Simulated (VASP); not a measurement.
# NaW (P4/mmm) in VASP: further runs, part 2 of 2

VASP 6.6.1. The steps go on from the part before.

### Step 3. Relaxation of cell and atoms, PBE

Contents of INCAR:

```
SYSTEM = NaW
  PREC = Accurate
  ENCUT = 600
  EDIFF = 1E-6
  ISMEAR = 0
  SIGMA = 0.1
  LREAL = .False.
  LASPH = .True.
  NELM = 60
  ALGO = Fast
  ISIF = 3
  LWAVE = .False.
  LCHARG = .False.
  GGA = PE
  IBRION = 2
  NSW = 100
  EDIFFG = -0.01
```

Contents of KPOINTS:

```
Automatic mesh
0
Gamma
  20 20 10
  0 0 0
```

Contents of POSCAR:

```
NaW
1.0
    2.6224816945      0.0000000000      0.0000000000
    0.0000000000      2.6224816945      0.0000000000
    0.0000000000      0.0000000000      5.5655817638
Na W
1 1
Direct
    0.5000000000      0.5000000000      0.5000000000
    0.0000000000      0.0000000000      0.0000000000
```

Potentials or basis: VASP PAW PBE potentials, release 64 (Na_pv, W_sv).

Run with:

```bash
$ cat potpaw_PBE.64/Na_pv/POTCAR potpaw_PBE.64/W_sv/POTCAR > POTCAR
$ mpirun -np 1 vasp_std > vasp.out
```

OUTCAR:

```text
SYSTEM = NaW
   PREC = Accurate
   ENCUT = 600
   EDIFF = 1E-6
   ISMEAR = 0
   LREAL = .False.
   LASPH = .True.
   NELM = 60
   ISIF = 3
   GGA = PE
   IBRION = 2
   NSW = 100
   EDIFFG = -0.01

 ion  position               nearest neighbor table
   1  0.500  0.500  0.500-
   2  0.000  0.000  0.000-

  LATTYP: Found a simple tetragonal cell.
 ALAT       =     2.6224816945
 C/A-ratio  =     2.1222576217

  Lattice vectors:

 A1 = (   2.6224816945,   0.0000000000,   0.0000000000)
 A2 = (   0.0000000000,   2.6224816945,   0.0000000000)
 A3 = (   0.0000000000,   0.0000000000,   5.5655817638)

Analysis of symmetry for initial positions (statically):
=====================================================================
 Subroutine PRICEL returns:
 Original cell was already a primitive cell.

 Routine SETGRP: Setting up the symmetry group for a
 simple tetragonal supercell.

 Subroutine GETGRP returns: Found 16 space group operations
 (whereof 16 operations were pure point group operations)
 out of a pool of 16 trial point group operations.

The static configuration has the point symmetry D_4h.

Analysis of symmetry for dynamics (positions and initial velocities):
=====================================================================
 Subroutine PRICEL returns:
 Original cell was already a primitive cell.

 Routine SETGRP: Setting up the symmetry group for a
 simple tetragonal supercell.

 Subroutine GETGRP returns: Found 16 space group operations
 (whereof 16 operations were pure point group operations)
 out of a pool of 16 trial point group operations.

The dynamic configuration has the point symmetry D_4h.

 Subroutine INISYM returns: Found 16 space group operations
 (whereof 16 operations are pure point group operations),
 and found     1 'primitive' translations

----------------------------------------------------------------------------------------

                                     Primitive cell

  volume of cell :      38.2768

  direct lattice vectors                    reciprocal lattice vectors
     2.622481694  0.000000000  0.000000000     0.381318200  0.000000000  0.000000000
     0.000000000  2.622481694  0.000000000     0.000000000  0.381318200  0.000000000
     0.000000000  0.000000000  5.565581764     0.000000000  0.000000000  0.179675736

  length of vectors
     2.622481694  2.622481694  5.565581764     0.381318200  0.381318200  0.179675736

  position of ions in fractional coordinates (direct lattice)
     0.500000000  0.500000000  0.500000000
     0.000000000  0.000000000  0.000000000

  ion indices of the primitive-cell ions
   primitive index   ion index
                 1           1
                 2           2

----------------------------------------------------------------------------------------

 KPOINTS: Automatic mesh

Automatic generation of k-mesh.
 Grid dimensions read from file:
 generate k-points for:   20   20   10

 Generating k-lattice:

  Cartesian coordinates                     Fractional coordinates (reciprocal lattice)
     0.019065910  0.000000000  0.000000000     0.050000000  0.000000000  0.000000000
     0.000000000  0.019065910  0.000000000     0.000000000  0.050000000  0.000000000
[... 52 lines left out ...]
   ISPIN  =      1    spin polarized calculation?
   LNONCOLLINEAR =      F non collinear calculations
   LSORBIT =      F    spin-orbit coupling
   LASPH  =      T    aspherical Exc in radial PAW
   ENCUT  =  600.0 eV  44.10 Ry    6.64 a.u.   5.24  5.24 11.12*2*pi/ulx,y,z
   NELM   =     60;   NELMIN=  2; NELMDL= -5     # of ELM steps
   EDIFF  = 0.1E-05   stopping-criterion for ELM
   LREAL  =      F    real-space projection
   EDIFFG = -.1E-01   stopping-criterion for IOM
   NSW    =    100    number of steps for IOM
   IBRION =      2    ionic relax: 0-MD 1-quasi-New 2-CG
   NFREE  =      1    steps in history (QN), initial steepest desc. (CG)
   ISIF   =      3    stress and relaxation
   ISYM   =      2    0-nonsym 1-usesym 2-fastsym
   POTIM  = 0.5000    time-step for ionic-motion
   TEBEG  =    0.0;   TEEND  =   0.0 temperature during run
   PSTRESS=    0.0 pullay stress
   NELECT =      21.0000    total number of electrons
   NUPDOWN=      -1.0000    fix difference up-down
   EMIN   =  10.00;   EMAX   =-10.00  energy-range for DOS
   EFERMI =   0.00;   METHOD = LEGACY
   ISMEAR =     0;   SIGMA  =   0.10  broadening in eV -4-tet -1-fermi 0-gaus
   EFERMI_NEDOS =   21; number of points for ismear=-14 and -15
   IALGO  =     68    algorithm
   IMIX   =      4    mixing-type and parameters
     AMIX     =   0.40;   BMIX     =  1.00
     AMIX_MAG =   1.60;   BMIX_MAG =  1.00
  volume/ion in A,a.u.               =      19.14       129.15
  Fermi-wavevector in a.u.,A,eV,Ry     =   1.340199  2.532610 24.437894  1.796135
  Thomas-Fermi vector in A             =   2.468531
   LORBIT       =      0    0 simple, 1 ext, 2 COOP (PROOUT), +10 PAW based schemes
   GGA     = PE    functional components
   LHFCALC =     F    Hartree Fock is set to
   AEXX    =    0.0000 exact exchange contribution
   IVDW    =     0    specifies the selected vdW correction
   LEPSILON=     F    determine dielectric tensor
   LRPA    =     F    only Hartree local field effects (RPA)
 conjugate gradient relaxation of ions
 non-spin polarized calculation
 RMM-DIIS sequential band-by-band and
 Gauss-broadening in eV      SIGMA  =   0.10
  energy-cutoff  :      600.00
  volume of cell :       38.28
 maximum number of plane-waves:      1304
 NGX is ok and might be reduce to    24
   NGX = 11   NGY = 11   NGZ = 23

--------------------------------------- Ionic step        1  -------------------------------------------

 number of electron      20.9999997 magnetization

 Free energy of the ion-electron system (eV)
  ---------------------------------------------------
  ext. energy  EPLUGINS =         0.00000000
  ---------------------------------------------------
  free energy    TOTEN  =       -12.01927979 eV

  energy without entropy =      -12.01117382  energy(sigma->0) =      -12.01522681

------------------------ aborting loop because EDIFF is reached ----------------------------------------

  FORCE on cell =-STRESS in cart. coord.  units (eV):
  Direction    XX          YY          ZZ          XY          YZ          ZX
  --------------------------------------------------------------------------------------
  -------------------------------------------------------------------------------------
  Total        0.0808005      0.0808005     -0.0025934      0.0000000      0.0000000     -0.0000000
  in kB        3.3821195      3.3821195     -0.1085525      0.0000000      0.0000000     -0.0000000
  external PRESSURE =       2.2185622 kB  Pullay stress =       0.0000000 kB
[... 59 lines left out ...]
--------------------------------------- Ionic step        3  -------------------------------------------

 number of electron      20.9999997 magnetization

 Free energy of the ion-electron system (eV)
  ---------------------------------------------------
  ext. energy  EPLUGINS =         0.00000000
  ---------------------------------------------------
  free energy    TOTEN  =       -12.01936968 eV

  energy without entropy =      -12.01121889  energy(sigma->0) =      -12.01529428

 E-fermi :   5.2490     XC(G=0): -10.5202

 val. band max:        5.2465209477   @ k =   0.3000   0.1000   0.4000
 cond. band min:       5.2491520549   @ k =   0.2500   0.2500   0.0000
 fundamental gap:      0.0026311073
 Fermi energy:         5.2490249121

 k-point     1 :       0.0000    0.0000    0.0000
  band No.  band energies     occupation
      1     -68.3750      2.00000
      2     -32.6132      2.00000
      3     -31.9328      2.00000
      4     -31.9328      2.00000
      5     -18.8674      2.00000
      6     -18.8128      2.00000
      7     -18.8128      2.00000
      8      -1.4958      2.00000
      9       1.8451      2.00000
     10       2.1142      2.00000
     11       4.9699      1.99992
     12       8.5034      0.00000
     13       8.5034      0.00000
     14       8.8113      0.00000
[... 377 lines left out ...]
      1     -68.3316      2.00000
      2     -32.5488      2.00000
      3     -32.3850      2.00000
      4     -32.0219      2.00000
      5     -18.9696      2.00000
      6     -18.8418      2.00000
      7     -18.8392      2.00000
      8       0.0653      2.00000
      9       2.8708      2.00000
     10       3.6384      2.00000
     11       4.1812      2.00000
     12       7.5238      0.00000
     13       8.5566      0.00000
     14       9.3669      0.00000

 [... further k-points ...]

------------------------ aborting loop because EDIFF is reached ----------------------------------------

  FORCE on cell =-STRESS in cart. coord.  units (eV):
  Direction    XX          YY          ZZ          XY          YZ          ZX
  --------------------------------------------------------------------------------------
  -------------------------------------------------------------------------------------
  Total       -0.0038859     -0.0038859     -0.0034247      0.0000000      0.0000000     -0.0000000
  in kB       -0.1623042     -0.1623042     -0.1430434      0.0000000      0.0000000     -0.0000000
  external PRESSURE =      -0.1558839 kB  Pullay stress =       0.0000000 kB
[... 17 lines left out ...]
  FREE ENERGIE OF THE ION-ELECTRON SYSTEM (eV)
  ---------------------------------------------------
  free  energy   TOTEN  =       -12.0193696847 eV

  energy  without entropy=      -12.0112188851  energy(sigma->0) =      -12.01529428

 reached required accuracy - stopping structural energy minimisation
```

CONTCAR:

```text
NaW
   1.00000000000000
     2.6253535636834133    0.0000000000000000   -0.0000000000000000
     0.0000000000000000    2.6253535636834133    0.0000000000000000
     0.0000000000000000    0.0000000000000000    5.5653861435516294
  Na              W
     1     1
Direct
     0.5000000000000000    0.5000000000000000    0.5000000000000000
     0.0000000000000000    0.0000000000000000    0.0000000000000000

  0.00000000E+00  0.00000000E+00  0.00000000E+00
  0.00000000E+00  0.00000000E+00  0.00000000E+00
```

It took 8.9 min on 1 thread of Intel Xeon 8259CL, shared host; peak memory 0.4 GiB.

What came out:

```
Free energy                           : -12.0194 eV
Relaxed volume                        : 19.18 Å³/atom
Relaxed cell                          : a = 2.625 Å, b = 2.625 Å, c = 5.565 Å, α = 90.00°, β = 90.00°, γ = 90.00°
Space group after relaxing (to 0.1 Å) : P4/mmm (No. 123)
Energy gained by relaxing             : 0.0 meV/atom
Ionic steps                           : 3
Pressure after relaxing               : 0.0 GPa
Band gap on the k mesh                : zero (an odd number of electrons rules out a gap without spin polarisation)
```

Final structure:
```cif
data_structure
_symmetry_space_group_name_H-M 'P 1'
_symmetry_Int_Tables_number 1
_cell_length_a 2.6254
_cell_length_b 2.6254
_cell_length_c 5.5654
_cell_angle_alpha 90.000
_cell_angle_beta 90.000
_cell_angle_gamma 90.000
_cell_volume 38.36
loop_
_atom_site_label
_atom_site_type_symbol
_atom_site_fract_x
_atom_site_fract_y
_atom_site_fract_z
_atom_site_occupancy
Na1 Na 0.50000 0.50000 0.50000 1
W1 W 0.00000 0.00000 0.00000 1
```

Caveat: spin-orbit coupling is left out, which moves the levels of the heavy elements.
